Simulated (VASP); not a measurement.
AgH12O6F, 20 atoms in the cell. The cell holds a disordered packing, 20 atoms: a = 5.638 Å, b = 5.638 Å, c = 5.638 Å, α = 90.00°, β = 90.00°, γ = 90.00°. 

| Item | Value |
| --- | --- |
| Program | VASP 6.6.1 |
| Task | single point |
| Functional | PBE |
| Dispersion | D3(BJ) |
| Potentials or basis | VASP PAW PBE potentials, release 64 (O, H, Ag, F) |
| Cutoff | 520 eV |
| k mesh | 1 × 1 × 1 |
| Occupations | fermi-dirac, width 0.02 eV |
| Spin | no spin polarisation |
| Dipole correction | no |
| Further INCAR settings | ALGO = Normal; EDIFF = 1e-06; NBANDS = 49 |

Potentials or basis: VASP PAW PBE potentials, release 64 (O, H, Ag, F).

The run is started by

```bash
$ cat potpaw_PBE.64/O/POTCAR potpaw_PBE.64/H/POTCAR potpaw_PBE.64/Ag/POTCAR potpaw_PBE.64/F/POTCAR > POTCAR
$ mpirun -np 1 vasp_gam > vasp.out
```

Hardware: 1 thread of Intel(R) Xeon(R) 6975P-C (Granite Rapids) (shared host).

Problem. How long does it take, and how much memory?

Solution. It took 22 s on 1 thread of Intel(R) Xeon(R) 6975P-C (Granite Rapids), on a shared host, peak memory 0.24 GiB. Counts: scf iterations 16, k points 1.
